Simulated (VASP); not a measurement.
# Pt (Im-3m) in VASP: further runs

Pt is run at these levels: PBEsol; tasks: single point.

Program: VASP 6.6.1. These are calculated values, not measurements. Logs are shortened: lines on timing, memory, paths and dates and some standing lists are left out, and cuts for length are marked.

## Step 1: The cell of the first run

It takes space group Im-3m (No. 229, cubic). The conventional cell has a = 3.001 Å, b = 3.001 Å, c = 3.001 Å, α = 90.00°, β = 90.00°, γ = 90.00°. Within 3.4 Å of Pt (site symmetry m-3m) lie 14 Pt at 2.60 to 3.00 Å.

## Step 2: Single point, PBEsol

File INCAR:

```
PREC = Accurate
ENCUT = 520
EDIFF = 1E-6
ISMEAR = -1
SIGMA = 0.1
LREAL = False
LASPH = True
NELM = 80
ALGO = Normal
ISIF = 2
LWAVE = False
LCHARG = True
GGA = PS
LELF = True
LVHAR = True
NBANDS = 11
```

File KPOINTS:

```
Automatic mesh
0
Gamma
  19 19 19
```

File POSCAR:

```
Pt
1.0
   -1.5004051061      1.5004051061      1.5004051061
    1.5004051061     -1.5004051061      1.5004051061
    1.5004051061      1.5004051061     -1.5004051061
Pt
1
Direct
    0.0000000000      0.0000000000      0.0000000000
```

Potentials or basis: VASP PAW PBE potentials, release 64 (Pt).

The run is started by

```console
$ cat potpaw_PBE.64/Pt/POTCAR > POTCAR
$ mpirun -np 1 vasp_std > vasp.out
```

OUTCAR:

```text
PREC = Accurate
   ENCUT = 520
   EDIFF = 1E-6
   ISMEAR = -1
   LREAL = False
   LASPH = True
   NELM = 80
   ISIF = 2
   GGA = PS

 ion  position               nearest neighbor table
   1  0.000  0.000  0.000-

  LATTYP: Found a body centered cubic cell.
 ALAT       =     3.0008102122

  Lattice vectors:

 A1 = (  -1.5004051061,   1.5004051061,   1.5004051061)
 A2 = (   1.5004051061,  -1.5004051061,   1.5004051061)
 A3 = (   1.5004051061,   1.5004051061,  -1.5004051061)

Analysis of symmetry for initial positions (statically):
=====================================================================
 Subroutine PRICEL returns:
 Original cell was already a primitive cell.

 Routine SETGRP: Setting up the symmetry group for a
 body centered cubic supercell.

 Subroutine GETGRP returns: Found 48 space group operations
 (whereof 48 operations were pure point group operations)
 out of a pool of 48 trial point group operations.

The static configuration has the point symmetry O_h .

Analysis of symmetry for dynamics (positions and initial velocities):
=====================================================================
 Subroutine PRICEL returns:
 Original cell was already a primitive cell.

 Routine SETGRP: Setting up the symmetry group for a
 body centered cubic supercell.

 Subroutine GETGRP returns: Found 48 space group operations
 (whereof 48 operations were pure point group operations)
 out of a pool of 48 trial point group operations.

The dynamic configuration has the point symmetry O_h .

 Subroutine INISYM returns: Found 48 space group operations
 (whereof 48 operations are pure point group operations),
 and found     1 'primitive' translations

----------------------------------------------------------------------------------------

                                     Primitive cell

  volume of cell :      13.5109

  direct lattice vectors                    reciprocal lattice vectors
    -1.500405106  1.500405106  1.500405106     0.000000000  0.333243334  0.333243334
     1.500405106 -1.500405106  1.500405106     0.333243334  0.000000000  0.333243334
     1.500405106  1.500405106 -1.500405106     0.333243334  0.333243334  0.000000000

  length of vectors
     2.598777876  2.598777876  2.598777876     0.471277243  0.471277243  0.471277243

  position of ions in fractional coordinates (direct lattice)
     0.000000000  0.000000000  0.000000000

  ion indices of the primitive-cell ions
   primitive index   ion index
                 1           1

----------------------------------------------------------------------------------------

 KPOINTS: Automatic mesh

Automatic generation of k-mesh.
 Grid dimensions read from file:
 generate k-points for:   19   19   19

 Generating k-lattice:

  Cartesian coordinates                     Fractional coordinates (reciprocal lattice)
     0.000000000  0.017539123  0.017539123     0.052631579  0.000000000  0.000000000
     0.017539123  0.000000000  0.017539123     0.000000000  0.052631579  0.000000000
     0.017539123  0.017539123  0.000000000     0.000000000  0.000000000  0.052631579

  Length of vectors
     0.024804065  0.024804065  0.024804065

  Shift w.r.t. Gamma in fractional coordinates (k-lattice)
     0.000000000  0.000000000  0.000000000

 Subroutine IBZKPT returns following result:
 ===========================================

 Found    220 irreducible k-points:

 Following reciprocal coordinates:
            Coordinates               Weight
  0.000000  0.000000  0.000000      1.000000
  0.052632  0.000000  0.000000     12.000000
  0.105263  0.000000  0.000000     12.000000
  0.157895  0.000000  0.000000     12.000000
  0.210526  0.000000  0.000000     12.000000
  0.263158  0.000000  0.000000     12.000000
[... 16 lines left out ...]
  0.263158  0.105263  0.000000     48.000000
  0.315789  0.105263 -0.000000     48.000000
 [... further k-points ...]
   k-points           NKPTS =    220   k-points in BZ     NKDIM =    220   number of bands    NBANDS=     11
   number of dos      NEDOS =    301   number of ions     NIONS =      1
   total plane-waves  NPLWV =   8000
   dimension x,y,z NGX =    20 NGY =   20 NGZ =   20
   dimension x,y,z NGXF=    40 NGYF=   40 NGZF=   40
   ions per type =               1
   NGX,Y,Z   is equivalent  to a cutoff of  12.79, 12.79, 12.79 a.u.
   NGXF,Y,Z  is equivalent  to a cutoff of  25.59, 25.59, 25.59 a.u.
 SYSTEM =  unknown system
   PREC   = accura    normal or accurate (medium, high low for compatibility)
   ISTART =      0    job   : 0-new  1-cont  2-samecut
   ICHARG =      2    charge: 1-file 2-atom 10-const
   ISPIN  =      1    spin polarized calculation?
   LNONCOLLINEAR =      F non collinear calculations
   LSORBIT =      F    spin-orbit coupling
   LASPH  =      T    aspherical Exc in radial PAW
   ENCUT  =  520.0 eV  38.22 Ry    6.18 a.u.   4.83  4.83  4.83*2*pi/ulx,y,z
   NELM   =     80;   NELMIN=  2; NELMDL= -5     # of ELM steps
   EDIFF  = 0.1E-05   stopping-criterion for ELM
   LREAL  =      F    real-space projection
   EDIFFG = 0.1E-04   stopping-criterion for IOM
   NSW    =      0    number of steps for IOM
   IBRION =     -1    ionic relax: 0-MD 1-quasi-New 2-CG
   NFREE  =      0    steps in history (QN), initial steepest desc. (CG)
   ISIF   =      2    stress and relaxation
   ISYM   =      2    0-nonsym 1-usesym 2-fastsym
   POTIM  = 0.5000    time-step for ionic-motion
   TEBEG  =    0.0;   TEEND  =   0.0 temperature during run
   PSTRESS=    0.0 pullay stress
   NELECT =      10.0000    total number of electrons
   NUPDOWN=      -1.0000    fix difference up-down
   EMIN   =  10.00;   EMAX   =-10.00  energy-range for DOS
   EFERMI =   0.00;   METHOD = LEGACY
   ISMEAR =    -1;   SIGMA  =   0.10  broadening in eV -4-tet -1-fermi 0-gaus
   EFERMI_NEDOS =   21; number of points for ismear=-14 and -15
   IALGO  =     38    algorithm
   IMIX   =      4    mixing-type and parameters
     AMIX     =   0.40;   BMIX     =  1.00
     AMIX_MAG =   1.60;   BMIX_MAG =  1.00
  volume/ion in A,a.u.               =      13.51        91.18
  Fermi-wavevector in a.u.,A,eV,Ry     =   1.480856  2.798413 29.836704  2.192936
  Thomas-Fermi vector in A             =   2.594839
   LORBIT       =      0    0 simple, 1 ext, 2 COOP (PROOUT), +10 PAW based schemes
   GGA     = PS    functional components
   LHFCALC =     F    Hartree Fock is set to
   AEXX    =    0.0000 exact exchange contribution
   IVDW    =     0    specifies the selected vdW correction
   LEPSILON=     F    determine dielectric tensor
   LRPA    =     F    only Hartree local field effects (RPA)
 non-spin polarized calculation
  energy-cutoff  :      520.00
  volume of cell :       13.51
 maximum number of plane-waves:       374
   NGX =  9   NGY =  9   NGZ =  9

 number of electron      10.0000000 magnetization

 number of electron       9.9999998 magnetization

 Free energy of the ion-electron system (eV)
  ---------------------------------------------------
  ext. energy  EPLUGINS =         0.00000000
  ---------------------------------------------------
  free energy    TOTEN  =        -6.65348481 eV

  energy without entropy =       -6.62120161  energy(sigma->0) =       -6.63734321

 E-fermi :  13.0481     XC(G=0): -14.2782

 val. band max:       13.0305457894   @ k =  -0.4211  -0.4211   0.2105
 cond. band min:      13.0500543265   @ k =  -0.3684   0.3684   0.1053
 fundamental gap:      0.0195085371
 Fermi energy:        13.0481105015

 k-point     1 :       0.0000    0.0000    0.0000
  band No.  band energies     occupation
      1       1.7584      2.00000
      2       8.6216      2.00000
      3       8.6216      2.00000
      4       8.6216      2.00000
      5      11.7715      1.99999
      6      11.7715      1.99999
      7      29.9782      0.00000
      8      29.9782      0.00000
      9      29.9782      0.00000
     10      42.1125      0.00000
     11      42.1125      0.00000

 k-point     2 :       0.0526    0.0000    0.0000
  band No.  band energies     occupation
      1       1.8909      2.00000
      2       8.5625      2.00000
      3       8.6197      2.00000
      4       8.7353      2.00000
      5      11.6890      2.00000
      6      11.7749      1.99999
      7      30.0596      0.00000
      8      30.1640      0.00000
      9      30.1846      0.00000
     10      40.4483      0.00000
     11      41.2361      0.00000

 k-point     3 :       0.1053    0.0000    0.0000
  band No.  band energies     occupation
      1       2.2768      2.00000
      2       8.3957      2.00000
      3       8.6054      2.00000
      4       9.0725      2.00000
      5      11.4898      2.00000
      6      11.7875      1.99999
      7      30.2396      0.00000
      8      30.5974      0.00000
      9      30.7909      0.00000
     10      38.5707      0.00000
     11      39.5451      0.00000

 k-point     4 :       0.1579    0.0000    0.0000
  band No.  band energies     occupation
      1       2.8763      2.00000
      2       8.1479      2.00000
      3       8.5669      2.00000
      4       9.6198      2.00000
      5      11.2892      2.00000
      6      11.8149      1.99999
      7      30.2994      0.00000
      8      30.8458      0.00000
      9      31.7612      0.00000
     10      37.2941      0.00000
     11      37.9821      0.00000
[... 239 lines left out ...]
 k-point    22 :       0.2105    0.1053    0.0000
  band No.  band energies     occupation
      1       4.6336      2.00000
      2       7.6190      2.00000
      3       8.2479      2.00000
      4      11.0289      2.00000
      5      11.8033      1.99999
      6      12.1353      1.99978
      7      28.2999      0.00000
      8      29.4784      0.00000
      9      33.4409      0.00000
     10      34.1061      0.00000
     11      38.2995      0.00000

 k-point    23 :       0.2632    0.1053    0.0000
  band No.  band energies     occupation
      1       5.0862      2.00000
      2       7.3509      2.00000
      3       8.6650      2.00000
      4      11.1830      2.00000
      5      12.1702      1.99969
      6      12.9400      1.49350
      7      26.2058      0.00000
      8      28.4574      0.00000
      9      32.4409      0.00000
     10      35.1627      0.00000
     11      39.4361      0.00000

 k-point    24 :       0.3158    0.1053   -0.0000
  band No.  band energies     occupation
      1       5.2211      2.00000
      2       7.1354      2.00000
      3       9.4422      2.00000
      4      11.4019      2.00000
      5      12.2912      1.99897
      6      14.0528      0.00009
      7      24.0336      0.00000
      8      27.5483      0.00000
      9      31.1761      0.00000
     10      36.5902      0.00000
     11      39.5258      0.00000

 [... further k-points ...]
[... 5 lines left out ...]
  --------------------------------------------------------------------------------------
  -------------------------------------------------------------------------------------
  Total        3.7810533      3.7810533      3.7810533     -0.0000000     -0.0000000      0.0000000
  in kB      448.3712896    448.3712896    448.3712896     -0.0000000     -0.0000000      0.0000000
  external PRESSURE =     448.3712896 kB  Pullay stress =       0.0000000 kB

 VOLUME and BASIS-vectors are now :
 -----------------------------------------------------------------------------
  energy-cutoff  :      520.00
  volume of cell :       13.51
      direct lattice vectors                 reciprocal lattice vectors
    -1.500405106  1.500405106  1.500405106     0.000000000  0.333243334  0.333243334
     1.500405106 -1.500405106  1.500405106     0.333243334  0.000000000  0.333243334
     1.500405106  1.500405106 -1.500405106     0.333243334  0.333243334  0.000000000

 POSITION                                       TOTAL-FORCE (eV/Angst)
 -----------------------------------------------------------------------------------
      0.00000      0.00000      0.00000        -0.000000     -0.000000     -0.000000
 -----------------------------------------------------------------------------------
    total drift:                                0.000000     -0.000000     -0.000000

  FREE ENERGIE OF THE ION-ELECTRON SYSTEM (eV)
  ---------------------------------------------------
  free  energy   TOTEN  =        -6.6534848081 eV

  energy  without entropy=       -6.6212016053  energy(sigma->0) =       -6.63734321
```

Run time: 22 s. Hardware: 1 thread of AMD EPYC 9R45 (Zen 5), shared host; peak memory 0.12 GiB.

Results:

| Quantity | Value |
| --- | --- |
| Free energy | -6.6535 eV |
| Pressure | 44.8 GPa |
| Band gap on the k mesh | zero (band 5 reaches 14.36 eV, above the bottom of band 6 at 11.61 eV) |

Caveat: the PAW data sets were made with another functional, which shifts forces and pressure a little; spin-orbit coupling is left out, which moves the levels of the heavy elements.

## Step 3: Single point, PBEsol

This run uses another cell than the first one, of 13.96 Å³/atom, 1.033 times its volume.

File INCAR:

```
  PREC = Accurate
  ENCUT = 520
  EDIFF = 1E-6
  ISMEAR = -1
  SIGMA = 0.1
  LREAL = False
  LASPH = True
  NELM = 80
  ALGO = Normal
  ISIF = 2
  LWAVE = False
  LCHARG = True
  GGA = PS
  LELF = True
  LVHAR = True
  NBANDS = 11
```

File KPOINTS:

```
regular mesh
0
Gamma
  19 19 19
```

File POSCAR:

```
Pt
1.0
   -1.5168292403      1.5168292403      1.5168292403
    1.5168292403     -1.5168292403      1.5168292403
    1.5168292403      1.5168292403     -1.5168292403
Pt
1
Direct
    0.0000000000      0.0000000000      0.0000000000
```

Potentials or basis: VASP PAW PBE potentials, release 64 (Pt).

The run is started by

```console
$ cat potpaw_PBE.64/Pt/POTCAR > POTCAR
$ mpirun -np 1 vasp_std > vasp.out
```

Wall time 22 s (1 thread of AMD EPYC 9R45 (Zen 5), shared host); peak memory 0.12 GiB.

The run converged. Its results:

```
Free energy            : -6.7576 eV
Pressure               : 29.7 GPa
Band gap on the k mesh : zero (band 5 reaches 13.60 eV, above the bottom of band 6 at 11.01 eV)
```

Levels at points of the mesh, in eV from the Fermi level:
```
           k point  band 3  band 4  band 5  band 6  band 7  band 8
(0.00, 0.00, 0.00)   -4.21   -4.21   -1.21   -1.21   16.99   16.99
```

Caveat: the PAW data sets were made with another functional, which shifts forces and pressure a little; spin-orbit coupling is left out, which moves the levels of the heavy elements.

[end of part 1 of 2]
